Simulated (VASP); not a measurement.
TaAs:

```
CELL_PARAMETERS angstrom
-1.72181 1.72181 5.86794
1.72181 -1.72181 5.86794
1.72181 1.72181 -5.86794
ATOMIC_POSITIONS crystal
Ta 0.49997 0.49997 0.00000
Ta 0.24997 0.74997 0.50000
As 0.08263 0.08263 0.00000
As 0.83263 0.33263 0.50000
```

Base run:

* Program: VASP 6.6.1
* Functional: PBEsol
* Potentials or basis: VASP PAW PBE potentials, release 64 (Ta_sv_GW, As_d)
* Cutoff: 510 eV
* k mesh: 11 × 11 × 11
* Occupations: fermi-dirac, width 0.05 eV
* Spin: no spin polarisation

Its results: band gap on the k mesh 0.01 eV (least direct gap 0.04 eV); pressure -4.1 GPa; largest force 0.023 eV/Å.

**Question.** The run is repeated on the same cell with these changes: cutoff from 510 eV to 600 eV; hubbard terms from none to Ta d U = 5.0 eV. What comes out?

**Answer.** Band gap on the k mesh zero (bands 28 and 29 overlap by 0.01 eV); pressure 4.6 GPa; largest force 0.022 eV/Å.

Caveats: the PAW data sets were made with another functional, which shifts forces and pressure a little; spin-orbit coupling is left out, which moves the levels of the heavy elements; the cell stands under tension (at least some runs); the smearing spreads over this small gap (at least some runs); the cell stands under pressure (at least some runs); U without spin polarisation on a metal has little footing (at least some runs); the U is typed as a test and isn't derived for this compound (at least some runs).

A k mesh can miss the band edges.
